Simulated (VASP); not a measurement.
Input of a VASP 6.6.1 run:

File INCAR:

```
SYSTEM = InGa2P3
ALGO = Normal ; EDIFF = 1E-6
EDIFFG = -0.04 ; ENCUT = 600
GGA = PE ; IBRION = 2
ISIF = 3 ; ISMEAR = 0
LASPH = .True. ; LCHARG = .False.
LREAL = .False. ; LWAVE = .False.
NELM = 80 ; NSW = 90
PREC = Accurate ; SIGMA = 0.1
```

The input KPOINTS:

```
k-points
0
Gamma
  6 6 2
  0 0 0
```

POSCAR

```
InGa2P3
1.0
    3.8674074100      0.0000000000      0.0000000000
   -1.9337037100      3.3492730700      0.0000000000
    0.0000000000      0.0000000000      9.4731747900
In Ga P
1 2 3
Direct
    0.3333333300      0.6666666700      0.6666666700
    0.0000000000      0.0000000000      0.0000000000
    0.6666666700      0.3333333300      0.3333333300
    0.0000000000      0.0000000000      0.7500000000
    0.3333333300      0.6666666700      0.4166666700
    0.6666666700      0.3333333300      0.0833333300
```

Potentials or basis: VASP PAW PBE potentials, release 64 (In_d, Ga_d, P).

Launch:

```bash
$ cat potpaw_PBE.64/In_d/POTCAR potpaw_PBE.64/Ga_d/POTCAR potpaw_PBE.64/P/POTCAR > POTCAR
$ mpirun -np 1 vasp_std > vasp.out
```

Q: Estimate the space group after relaxing (to 0.1 Å).

A: P3m1 (No. 156).

Q: What does it give for the band gap on the k mesh?

A: 0.78 eV.

Q: Estimate the relaxed cell.

A: a = 4.002 Å, b = 4.002 Å, c = 9.817 Å, α = 90.00°, β = 90.00°, γ = 120.00°.

Q: Estimate the relaxed volume.

A: 22.69 Å³/atom.

Stress tensor (GPa, compression positive):
```
-0.09  0.00  0.00
 0.00 -0.09  0.00
 0.00  0.00  0.07
```

Caveat: semilocal functionals underestimate gaps, and a narrow one can read as zero; spin-orbit coupling is left out, which moves the levels of the heavy elements. A k mesh can miss the band edges.
